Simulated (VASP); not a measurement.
# CoSi2: single point with PBE

Crystal: CoSi2.

```xyz
3
Lattice="0.0000 2.5684 2.5684 2.5684 0.0000 2.5684 2.5684 2.5684 0.0000" Properties=species:S:1:pos:R:3 pbc="T T T"
Co    0.0000    0.0000    0.0000
Si    1.2842    1.2842    1.2842
Si    3.8526    3.8526    3.8526
```

```yaml
Program: VASP 6.6.1
Task: single point
Functional: PBE
Potentials_or_basis: VASP PAW PBE potentials, release 64 (Co, Si)
Cutoff: 520 eV
k_mesh: 14 × 14 × 14
Occupations: gaussian, width 0.15 eV
Spin: no spin polarisation
Dipole_correction: no
Further_INCAR_settings: ALGO = Normal; EDIFF = 1e-07; NBANDS = 16
```

```json
{
  "Pressure": "30.2 GPa",
  "Band gap on the k mesh": "zero (an odd number of electrons rules out a gap without spin polarisation)"
}
```

Levels at points of the mesh, in eV from the Fermi level:
| k point | band 6 | band 7 | band 8 | band 9 | band 10 | band 11 | band 12 | band 13 |
| --- | --- | --- | --- | --- | --- | --- | --- | --- |
| (0.00, 0.00, 0.00) | -2.37 | 2.08 | 3.46 | 3.46 | 3.46 | 3.93 | 3.93 | 3.93 |
| (0.50, 0.00, 0.00) | -2.01 | -2.01 | -0.54 | -0.54 | 3.10 | 3.80 | 3.80 | 5.50 |
| (0.50, 0.50, 0.00) | -2.34 | -2.34 | -2.30 | -1.65 | 2.12 | 2.98 | 8.67 | 10.91 |

Run time: 26 s on 1 thread of Intel(R) Xeon(R) 6975P-C (Granite Rapids), with other jobs on the host, peak memory 0.19 GiB.

Caveat: the cell stands under pressure; the run has no spin polarisation, though such a crystal can be magnetic. Spin polarisation is off, so any magnetic state and its effect on volume and gap are missing.
